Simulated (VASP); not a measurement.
Re:

```
CELL_PARAMETERS angstrom
2.76080 0.00000 0.00000
-1.38040 2.39092 0.00000
0.00000 0.00000 4.45820
ATOMIC_POSITIONS crystal
Re 0.66667 0.33333 0.75000
Re 0.33333 0.66667 0.25000
```

| Property | Result |
| --- | --- |
| Program | VASP 6.6.1 |
| Task | relaxation of cell and atoms |
| Functional | PBE |
| Potentials or basis | VASP PAW PBE potentials, release 64 (Re) |
| Cutoff | 600 eV |
| k mesh | 11 × 11 × 6 |
| Occupations | fermi-dirac, width 0.05 eV |
| Spin | no spin polarisation |

At the start: pressure 5.7 GPa; volume 14.71 Å³/atom.

**Question.** Where does the relaxation end?

**Answer.** Over 4 steps the energy falls by 3.8 meV/atom and the volume is 14.93 Å³/atom (+1.5 %); space group P6_3/mmc (No. 194, to 0.1 Å) before and after.

Step by step:
```csv
step,energy change (eV),largest force (eV/Å),pressure (GPa),volume (Å³)
1,0.0000,0.0000,5.71,29.43
2,0.1118,0.0000,-19.51,31.72
3,-0.0077,0.0000,-0.17,29.88
4,-0.0077,0.0000,-0.05,29.87
```

Final structure:
```xyz
2
Lattice="2.7743 0.0000 0.0000 -1.3871 2.4026 0.0000 0.0000 0.0000 4.4807" Properties=species:S:1:pos:R:3 pbc="T T T"
Re    1.3871    0.8009    3.3605
Re    0.0000    1.6017    1.1202
```
